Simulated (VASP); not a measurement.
A run of VASP 6.6.1:

File INCAR:

```
ALGO = Normal ; EDIFF = 1E-6
ENCUT = 520 ; GGA = PE
ISIF = 2 ; ISMEAR = 0
LASPH = T ; LCHARG = F
LREAL = F ; LWAVE = F
NBANDS = 11 ; NELM = 100
PREC = Accurate ; SIGMA = 0.05
```

The input KPOINTS:

```
k-points
0
Gamma
  10 10 10
```

The input POSCAR:

```
MgO
1.0
    0.0000000000      2.1272186771      2.1272186771
    2.1272186771      0.0000000000      2.1272186771
    2.1272186771      2.1272186771      0.0000000000
Mg O
1 1
Direct
    0.0000000000      0.0000000000      0.0532247368
    0.5000000000      0.5000000000      0.4191432447
```

Potentials or basis: VASP PAW PBE potentials, release 64 (Mg, O).

Launch:

```sh
$ cat potpaw_PBE.64/Mg/POTCAR potpaw_PBE.64/O/POTCAR > POTCAR
$ mpirun -np 1 vasp_std > vasp.out
```

Hardware: 1 thread of Intel Xeon 6975P-C (shared host).

Problem. Estimate the wall time of this run.

Solution. Run time: 17 s on 1 thread of Intel Xeon 6975P-C, with other jobs on the host, peak memory 0.17 GiB. Counts: scf iterations 12, k points 171.
